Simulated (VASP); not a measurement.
Here is a VASP 6.6.1 calculation.

INCAR

```
  PREC = Accurate
  ENCUT = 520
  EDIFF = 1E-6
  ISMEAR = -1
  SIGMA = 0.1
  LREAL = False
  LASPH = True
  NELM = 80
  ALGO = Normal
  ISIF = 2
  LWAVE = False
  LCHARG = True
  GGA = RE
  LELF = True
  LVHAR = True
  NBANDS = 10
```

Contents of KPOINTS:

```
regular mesh
0
Gamma
  15 15 15
```

POSCAR

```
B
1.0
    0.0000000000      1.9801560469      1.9801560469
    1.9801560469      0.0000000000      1.9801560469
    1.9801560469      1.9801560469      0.0000000000
B
2
Direct
    0.1250000000      0.1250000000      0.1250000000
    0.8750000000      0.8750000000      0.8750000000
```

Potentials or basis: VASP PAW PBE potentials, release 64 (B).

Command:

```sh
$ cat potpaw_PBE.64/B/POTCAR > POTCAR
$ mpirun -np 1 vasp_std > vasp.out
```

(1) Estimate the band gap on the k mesh.

(2) Estimate the pressure.

Results:

(1) zero (band 3 reaches 8.67 eV, above the bottom of band 4 at 1.51 eV).

(2) 16.4 GPa.

Caveat: the PAW data sets were made with another functional, which shifts forces and pressure a little.
